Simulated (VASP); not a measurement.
# SnTe (I4/mmm) in VASP: a series of runs

The runs below take SnTe through single point, with PBEsol.

Everything below comes from runs of VASP 6.6.1. Logs are shortened: lines on timing, memory, paths and dates and some standing lists are left out, and cuts for length are marked.

### Step 1. The cell of the first run

The structure is tetragonal, space group I4/mmm (No. 139). Conventional cell: a = 4.375 Å, b = 4.375 Å, c = 6.313 Å, α = 90.00°, β = 90.00°, γ = 90.00°. Within 4.1 Å of Sn (site symmetry 4/mmm) lie 6 Te at 3.09 to 3.16 Å. Within 4.1 Å of Te (site symmetry 4/mmm) lie 6 Sn at 3.09 to 3.16 Å.

### Step 2. Single point, PBEsol (strain -0.0200 x Voigt [1, 1, 0, 0, 0, 0])

INCAR reads:

```
PREC = Accurate
ENCUT = 500
EDIFF = 1E-6
ISMEAR = 0
SIGMA = 0.03
LREAL = False
LASPH = True
NELM = 120
ALGO = Normal
ISIF = 2
LWAVE = False
LCHARG = False
GGA = PS
NBANDS = 17
GGA_COMPAT = False
```

KPOINTS reads:

```
Automatic mesh
0
Gamma
  10 10 10
```

POSCAR reads:

```
SnTe
1.0
    0.0000000000      3.0933700000      3.1565000000
    3.0933700000      0.0000000000      3.1565000000
    3.0933700000      3.0933700000      0.0000000000
Sn Te
1 1
Direct
    0.0000000000      0.0000000000      0.0000000000
    0.5000000000      0.5000000000      0.5000000000
```

Potentials or basis: VASP PAW PBE potentials, release 64 (Sn_d, Te).

On the command line:

```sh
$ cat potpaw_PBE.64/Sn_d/POTCAR potpaw_PBE.64/Te/POTCAR > POTCAR
$ mpirun -np 1 vasp_std > vasp.out
```

OUTCAR:

```text
PREC = Accurate
   ENCUT = 500
   EDIFF = 1E-6
   ISMEAR = 0
   LREAL = False
   LASPH = True
   NELM = 120
   ISIF = 2
   GGA = PS

 ion  position               nearest neighbor table
   1  0.000  0.000  0.000-   2 3.09   2 3.09   2 3.09   2 3.09   2 3.16   2 3.16
   2  0.500  0.500  0.500-   1 3.09   1 3.09   1 3.09   1 3.09   1 3.16   1 3.16

  LATTYP: Found a body centered tetragonal cell.
 ALAT       =     4.3746858074
 C/A-ratio  =     1.4430750636

  Lattice vectors:

 A1 = (  -3.0933700000,   0.0000000000,   3.1565000000)
 A2 = (   3.0933700000,   0.0000000000,   3.1565000000)
 A3 = (   0.0000000000,   3.0933700000,  -3.1565000000)

Analysis of symmetry for initial positions (statically):
=====================================================================
 Subroutine PRICEL returns:
 Original cell was already a primitive cell.

 Routine SETGRP: Setting up the symmetry group for a
 body centered tetragonal supercell.

 Subroutine GETGRP returns: Found 16 space group operations
 (whereof 16 operations were pure point group operations)
 out of a pool of 16 trial point group operations.

The static configuration has the point symmetry D_4h.

Analysis of symmetry for dynamics (positions and initial velocities):
=====================================================================
 Subroutine PRICEL returns:
 Original cell was already a primitive cell.

 Routine SETGRP: Setting up the symmetry group for a
 body centered tetragonal supercell.

 Subroutine GETGRP returns: Found 16 space group operations
 (whereof 16 operations were pure point group operations)
 out of a pool of 16 trial point group operations.

The dynamic configuration has the point symmetry D_4h.

 Subroutine INISYM returns: Found 16 space group operations
 (whereof 16 operations are pure point group operations),
 and found     1 'primitive' translations

----------------------------------------------------------------------------------------

                                     Primitive cell

  volume of cell :      60.4087

  direct lattice vectors                    reciprocal lattice vectors
     0.000000000  3.093370000  3.156500000    -0.161636015  0.161636015  0.158403295
     3.093370000  0.000000000  3.156500000     0.161636015 -0.161636015  0.158403295
     3.093370000  3.093370000  0.000000000     0.161636015  0.161636015 -0.158403295

  length of vectors
     4.419550906  4.419550906  4.374685807     0.278107905  0.278107905  0.278107905

  position of ions in fractional coordinates (direct lattice)
     0.000000000  0.000000000  0.000000000
     0.500000000  0.500000000  0.500000000

  ion indices of the primitive-cell ions
   primitive index   ion index
                 1           1
                 2           2

----------------------------------------------------------------------------------------

 KPOINTS: Automatic mesh

Automatic generation of k-mesh.
 Grid dimensions read from file:
 generate k-points for:   10   10   10

 Generating k-lattice:

  Cartesian coordinates                     Fractional coordinates (reciprocal lattice)
    -0.016163602  0.016163602  0.015840329     0.100000000  0.000000000  0.000000000
     0.016163602 -0.016163602  0.015840329     0.000000000  0.100000000  0.000000000
     0.016163602  0.016163602 -0.015840329    -0.000000000 -0.000000000  0.100000000

  Length of vectors
     0.027810790  0.027810790  0.027810790

  Shift w.r.t. Gamma in fractional coordinates (k-lattice)
     0.000000000  0.000000000  0.000000000

 Subroutine IBZKPT returns following result:
 ===========================================

 Found    102 irreducible k-points:

 Following reciprocal coordinates:
            Coordinates               Weight
  0.000000  0.000000  0.000000      1.000000
  0.100000 -0.000000  0.000000      8.000000
  0.200000 -0.000000  0.000000      8.000000
  0.300000  0.000000  0.000000      8.000000
  0.400000  0.000000  0.000000      8.000000
  0.500000  0.000000  0.000000      4.000000
[... 16 lines left out ...]
  0.300000  0.300000  0.000000      2.000000
  0.400000  0.300000  0.000000      8.000000
 [... further k-points ...]
   k-points           NKPTS =    102   k-points in BZ     NKDIM =    102   number of bands    NBANDS=     17
   number of dos      NEDOS =    301   number of ions     NIONS =      2
   total plane-waves  NPLWV =  32768
   dimension x,y,z NGX =    32 NGY =   32 NGZ =   32
   dimension x,y,z NGXF=    64 NGYF=   64 NGZF=   64
   ions per type =               1   1
   NGX,Y,Z   is equivalent  to a cutoff of  12.04, 12.04, 12.16 a.u.
   NGXF,Y,Z  is equivalent  to a cutoff of  24.07, 24.07, 24.32 a.u.
 SYSTEM =  unknown system
   PREC   = accura    normal or accurate (medium, high low for compatibility)
   ISTART =      0    job   : 0-new  1-cont  2-samecut
   ICHARG =      2    charge: 1-file 2-atom 10-const
   ISPIN  =      1    spin polarized calculation?
   LNONCOLLINEAR =      F non collinear calculations
   LSORBIT =      F    spin-orbit coupling
   LASPH  =      T    aspherical Exc in radial PAW
   ENCUT  =  500.0 eV  36.75 Ry    6.06 a.u.   8.06  8.06  7.98*2*pi/ulx,y,z
   NELM   =    120;   NELMIN=  2; NELMDL= -5     # of ELM steps
   EDIFF  = 0.1E-05   stopping-criterion for ELM
   LREAL  =      F    real-space projection
   EDIFFG = 0.1E-04   stopping-criterion for IOM
   NSW    =      0    number of steps for IOM
   IBRION =     -1    ionic relax: 0-MD 1-quasi-New 2-CG
   NFREE  =      0    steps in history (QN), initial steepest desc. (CG)
   ISIF   =      2    stress and relaxation
   ISYM   =      2    0-nonsym 1-usesym 2-fastsym
   POTIM  = 0.5000    time-step for ionic-motion
   TEBEG  =    0.0;   TEEND  =   0.0 temperature during run
   PSTRESS=    0.0 pullay stress
   NELECT =      20.0000    total number of electrons
   NUPDOWN=      -1.0000    fix difference up-down
   EMIN   =  10.00;   EMAX   =-10.00  energy-range for DOS
   EFERMI =   0.00;   METHOD = LEGACY
   ISMEAR =     0;   SIGMA  =   0.03  broadening in eV -4-tet -1-fermi 0-gaus
   EFERMI_NEDOS =   21; number of points for ismear=-14 and -15
   IALGO  =     38    algorithm
   IMIX   =      4    mixing-type and parameters
     AMIX     =   0.40;   BMIX     =  1.00
     AMIX_MAG =   1.60;   BMIX_MAG =  1.00
  volume/ion in A,a.u.               =      30.20       203.83
  Fermi-wavevector in a.u.,A,eV,Ry     =   1.132535  2.140181 17.451317  1.282636
  Thomas-Fermi vector in A             =   2.269236
   LORBIT       =      0    0 simple, 1 ext, 2 COOP (PROOUT), +10 PAW based schemes
   GGA     = PS    functional components
   LHFCALC =     F    Hartree Fock is set to
   AEXX    =    0.0000 exact exchange contribution
   IVDW    =     0    specifies the selected vdW correction
   LEPSILON=     F    determine dielectric tensor
   LRPA    =     F    only Hartree local field effects (RPA)
 non-spin polarized calculation
 Gauss-broadening in eV      SIGMA  =   0.03
  energy-cutoff  :      500.00
  volume of cell :       60.41
 maximum number of plane-waves:      1560
   NGX = 17   NGY = 17   NGZ = 15

 number of electron      20.0000005 magnetization

 Free energy of the ion-electron system (eV)
  ---------------------------------------------------
  ext. energy  EPLUGINS =         0.00000000
  ---------------------------------------------------
  free energy    TOTEN  =        -8.32329036 eV

  energy without entropy =       -8.32329036  energy(sigma->0) =       -8.32329036

 E-fermi :   7.2940     XC(G=0):  -9.8086

 val. band max:        7.1564637832   @ k =   0.5000   0.0000   0.0000
 cond. band min:       7.4344763672   @ k =   0.5000   0.0000   0.0000
 fundamental gap:      0.2780125840
 Fermi energy:         7.2939760063

 k-point     1 :       0.0000    0.0000    0.0000
  band No.  band energies     occupation
      1     -14.5522      2.00000
      2     -14.5464      2.00000
      3     -14.5416      2.00000
      4     -14.5416      2.00000
      5     -14.5371      2.00000
      6      -5.8382      2.00000
[... 9 lines left out ...]
     16      11.9540      0.00000
     17      13.8494      0.00000

 k-point     2 :       0.1000   -0.0000    0.0000
  band No.  band energies     occupation
      1     -14.5525      2.00000
      2     -14.5470      2.00000
      3     -14.5413      2.00000
      4     -14.5409      2.00000
      5     -14.5366      2.00000
      6      -5.7487      2.00000
[... 9 lines left out ...]
     16      12.1646      0.00000
     17      14.5827      0.00000

 k-point     3 :       0.2000   -0.0000    0.0000
  band No.  band energies     occupation
      1     -14.5537      2.00000
      2     -14.5488      2.00000
      3     -14.5406      2.00000
      4     -14.5390      2.00000
      5     -14.5349      2.00000
      6      -5.4894      2.00000
[... 9 lines left out ...]
     16      12.7462      0.00000
     17      16.0223      0.00000

 k-point     4 :       0.3000    0.0000    0.0000
  band No.  band energies     occupation
      1     -14.5554      2.00000
      2     -14.5512      2.00000
      3     -14.5399      2.00000
      4     -14.5365      2.00000
      5     -14.5324      2.00000
      6      -5.0961      2.00000
[... 9 lines left out ...]
     16      13.6709      0.00000
     17      17.7175      0.00000
[... 343 lines left out ...]
      1     -14.5550      2.00000
      2     -14.5521      2.00000
      3     -14.5402      2.00000
      4     -14.5372      2.00000
      5     -14.5305      2.00000
      6      -4.9532      2.00000
[... 9 lines left out ...]
     16      15.0823      0.00000
     17      15.7978      0.00000

 k-point    23 :       0.3000    0.3000    0.0000
  band No.  band energies     occupation
      1     -14.5649      2.00000
      2     -14.5431      2.00000
      3     -14.5400      2.00000
      4     -14.5336      2.00000
      5     -14.5336      2.00000
      6      -4.9115      2.00000
[... 9 lines left out ...]
     16      15.7361      0.00000
     17      15.7361      0.00000

 k-point    24 :       0.4000    0.3000    0.0000
  band No.  band energies     occupation
      1     -14.5672      2.00000
      2     -14.5434      2.00000
      3     -14.5399      2.00000
      4     -14.5323      2.00000
      5     -14.5319      2.00000
      6      -4.6142      2.00000
[... 9 lines left out ...]
     16      16.5479      0.00000
     17      16.8573      0.00000

 [... further k-points ...]

------------------------ aborting loop because EDIFF is reached ----------------------------------------

  FORCE on cell =-STRESS in cart. coord.  units (eV):
  Direction    XX          YY          ZZ          XY          YZ          ZX
  --------------------------------------------------------------------------------------
  -------------------------------------------------------------------------------------
  Total        0.9297956      0.9297956     -0.1704700      0.0000000      0.0000000      0.0000000
  in kB       24.6603096     24.6603096     -4.5212562      0.0000000      0.0000000      0.0000000
  external PRESSURE =      14.9331210 kB  Pullay stress =       0.0000000 kB

 VOLUME and BASIS-vectors are now :
 -----------------------------------------------------------------------------
  energy-cutoff  :      500.00
  volume of cell :       60.41
      direct lattice vectors                 reciprocal lattice vectors
     0.000000000  3.093370000  3.156500000    -0.161636015  0.161636015  0.158403295
     3.093370000  0.000000000  3.156500000     0.161636015 -0.161636015  0.158403295
     3.093370000  3.093370000  0.000000000     0.161636015  0.161636015 -0.158403295

 POSITION                                       TOTAL-FORCE (eV/Angst)
 -----------------------------------------------------------------------------------
      0.00000      0.00000      0.00000         0.000000      0.000000     -0.000000
      3.09337      3.09337      3.15650        -0.000000     -0.000000      0.000000
 -----------------------------------------------------------------------------------
    total drift:                                0.000000     -0.000000     -0.000000

  FREE ENERGIE OF THE ION-ELECTRON SYSTEM (eV)
  ---------------------------------------------------
  free  energy   TOTEN  =        -8.3232903582 eV

  energy  without entropy=       -8.3232903582  energy(sigma->0) =       -8.32329036
```

Wall time 2.8 min (1 thread of AMD EPYC 7R13, shared host); peak memory 0.21 GiB.

Results:

- Free energy: -8.3233 eV
- Pressure: 1.5 GPa
- Band gap on the k mesh: 0.28 eV

Levels at points of the mesh, in eV from the valence-band top:
```tsv
k point	band 7	band 8	band 9	band 10	band 11	band 12	band 13	band 14
(0.00, 0.00, 0.00)	-4.47	-2.21	-2.21	-1.99	3.17	3.67	3.67	4.65
(0.50, 0.00, 0.00)	-8.46	-1.82	-1.76	0.00	0.28	0.36	0.43	7.87
(0.50, 0.50, 0.00)	-6.33	-5.74	-3.79	-3.79	2.09	5.24	5.24	6.51
(0.50, 0.00, 0.50)	-6.47	-5.78	-3.96	-3.73	2.03	4.88	5.43	6.84
```

Caveat: the cell differs from its parent crystal (strain -0.0200 x Voigt [1, 1, 0, 0, 0, 0]); the PAW data sets were made with another functional, which shifts forces and pressure a little; spin-orbit coupling is left out, which moves the levels of the heavy elements. A k mesh can miss the band edges.

[end of part 1 of 2]
